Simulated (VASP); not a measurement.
Wanted: the native input for a VASP 6.6.1 run.

```yaml
Task: single point
Functional: PBE
Dispersion: D3(BJ)
Potentials_or_basis: VASP PAW PBE potentials, release 64 (Zn)
Cutoff: 520 eV
k_mesh: 18 × 18 × 10
Occupations: gaussian, width 0.1 eV
Spin: no spin polarisation
Dipole_correction: no
Further_INCAR_settings: ALGO = Normal; EDIFF = 1e-06; NBANDS = 19
```

The structure of Zn lies in POSCAR:

```
Zn
1.0
    2.6004679105      0.0000000000      0.0000000000
   -1.3002339553      2.2520712722      0.0000000000
    0.0000000000      0.0000000000      4.9001049402
Zn
2
Direct
    0.3333333333      0.6666666667      0.2500000000
    0.6666666667      0.3333333333      0.7500000000
```

These files were run (other wordings do the same):

INCAR

```
SYSTEM = Zn
PREC = Accurate
ENCUT = 520
EDIFF = 1E-6
ISMEAR = 0
SIGMA = 0.1
LREAL = .False.
LASPH = .True.
NELM = 100
ALGO = Normal
ISIF = 2
LWAVE = .False.
LCHARG = .False.
GGA = PE
IVDW = 12
NBANDS = 19
```

KPOINTS

```
regular mesh
0
Gamma
  18 18 10
  0 0 0
```

Potentials or basis: VASP PAW PBE potentials, release 64 (Zn).

Run with:

```console
$ cat potpaw_PBE.64/Zn/POTCAR > POTCAR
$ mpirun -np 1 vasp_std > vasp.out
```

It gave:

```yaml
Pressure: 0.4 GPa
Band_gap_on_the_k_mesh: zero (band 12 reaches 5.26 eV, above the bottom of band 13 at 0.37 eV)
Dispersion_energy_per_atom: -0.427 eV
```

Caveat: pairwise dispersion overbinds metals, which lowers pressure and volume.

It took 34 s on 1 thread of Intel(R) Xeon(R) 6975P-C (Granite Rapids), on a shared host, peak memory 0.22 GiB.
